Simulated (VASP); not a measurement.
Set up this calculation in VASP 6.6.1, as the native input.

| Quantity | Value |
| --- | --- |
| Task | single point |
| Functional | PBE |
| Potentials or basis | VASP PAW PBE potentials, release 64 (B, N, O) |
| Cutoff | 520 eV |
| k mesh | 4 × 4 × 6 |
| Occupations | gaussian, width 0.1 eV |
| Spin | collinear spin, ferromagnetic start |
| Starting moments | [0.0, 0.0, 1.0, 1.0, 1.0, 1.0] μB |
| Dipole correction | no |
| Further INCAR settings | ALGO = Normal; EDIFF = 1e-06; NBANDS = 26 |

The structure of B2N3O lies in POSCAR:

```
B2N3O
1.0
    4.3226859421      0.0000000000      0.0000000000
    0.0000000000      4.3226859421      0.0000000000
    0.0000000000      0.0000000000      2.7173424087
B N O
2 3 1
Direct
    0.5000000000      0.0000000000      0.5000000000
    0.0000000000      0.5000000000      0.5000000000
    0.5000000000      0.0000000000      0.0000000000
    0.0000000000      0.5000000000      0.0000000000
    0.5000000000      0.5000000000      0.0000000000
    0.0000000000      0.0000000000      0.5000000000
```

The cell was generated, and may not be a known phase.

These files were run (other wordings do the same):

INCAR

```
SYSTEM = B2N3O
PREC = Accurate
ENCUT = 520
EDIFF = 1E-6
ISMEAR = 0
SIGMA = 0.1
LREAL = .False.
LASPH = .True.
NELM = 150
ALGO = Normal
ISIF = 2
LWAVE = .False.
LCHARG = .False.
ISPIN = 2
MAGMOM = 0 0 1 1 1 1
LORBIT = 11
GGA = PE
NBANDS = 26
```

KPOINTS

```
regular mesh
0
Gamma
  4 4 6
  0 0 0
```

Potentials or basis: VASP PAW PBE potentials, release 64 (B, N, O).

Launch:

```bash
$ cat potpaw_PBE.64/B/POTCAR potpaw_PBE.64/N/POTCAR potpaw_PBE.64/O/POTCAR > POTCAR
$ mpirun -np 1 vasp_std > vasp.out
```

Results of the run:

| Quantity | Value |
| --- | --- |
| Pressure | -0.3 GPa |
| Net moment | 0.95 μB per cell |
| Site moments | B -0.01; N +0.08, +0.00 (each value once); O +0.65 μB |
| Valence electrons inside the program's atomic spheres | B 2.00; N 3.90, 3.33 (each value once); O 4.76 |

Caveat: the k points lie up to 0.39 Å⁻¹ apart.

It took 86 s on 1 thread of Oxide Virtual Turin-like Processor (shared host), peak memory 0.16 GiB.
